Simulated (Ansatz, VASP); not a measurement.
One calculation of CdSe, two programs

The input INCAR:

```
PREC     = Accurate       # precision mode
ENCUT    = 600            # plane-wave cutoff, eV
EDIFF    = 1E-6           # SCF threshold, eV
ISMEAR   = 0              # smearing method
SIGMA    = 0.01           # smearing width, eV
LREAL    = F              # projectors in reciprocal space
LASPH    = T              # aspherical terms in the spheres
NELM     = 60             # most SCF steps
ALGO     = Normal         # electronic algorithm
ISIF     = 3              # what is computed and relaxed
LWAVE    = F              # write WAVECAR
LCHARG   = F              # write CHGCAR
GGA      = RP             # functional
IBRION   = 2              # ionic algorithm
NSW      = 80             # ionic steps
EDIFFG   = -0.01          # ionic threshold
```

File KPOINTS:

```
regular mesh
0
Gamma
  5 5 5
```

File POSCAR:

```
CdSe
1.0
    0.0000000000      3.0702710000      3.0702710000
    3.0702710000      0.0000000000      3.0702710000
    3.0702710000      3.0702710000      0.0000000000
Cd Se
1 1
Direct
    0.0000000000      0.0000000000      0.0000000000
    0.7500000000      0.7500000000      0.7500000000
```

Input for Ansatz:

```yaml
crystal:
  lattice:
    - [0.0, 3.070271, 3.070271]
    - [3.070271, 0.0, 3.070271]
    - [3.070271, 3.070271, 0.0]
  atoms:
    - { symbol: Cd, position: [0.0, 0.0, 0.0] }
    - { symbol: Se, position: [0.75, 0.75, 0.75] }
kpoints:
  mp_grid:
    grid: [5, 5, 5]
hamiltonian:
  xc: rpbe
  dispersion: none
scf:
  occupations:
    method: fixed
relax:
  cell: {}
```

Alike in both runs: task relaxation of cell and atoms; functional RPBE; k mesh 5 × 5 × 5; no spin polarisation.

```csv
,VASP,Ansatz
version,VASP 6.6.1,Ansatz 0.2.0
potentials or method,"VASP PAW PBE potentials, release 64 (Cd, Se)","plane waves, PAW"
plane-wave cutoff (eV),600,420
occupations,"gaussian, width 0.01 eV",fixed
valence electrons in the cell,18,36
```

Ansatz gave:

| Quantity | Value |
| --- | --- |
| relaxed volume (Å³/atom) | 31.05 |
| relaxed cell length with the largest relative difference (Å) | 4.445 |

Problem. Which values does VASP return?

Solution. Relaxed volume (Å³/atom): 31.18; relaxed cell length with the largest relative difference (Å): 4.451.

VASP's potentials were made for PBE, not for RPBE. VASP's potentials hold 18 valence electrons a cell and Ansatz's 36, so a difference there can come from the potentials and not from the codes.
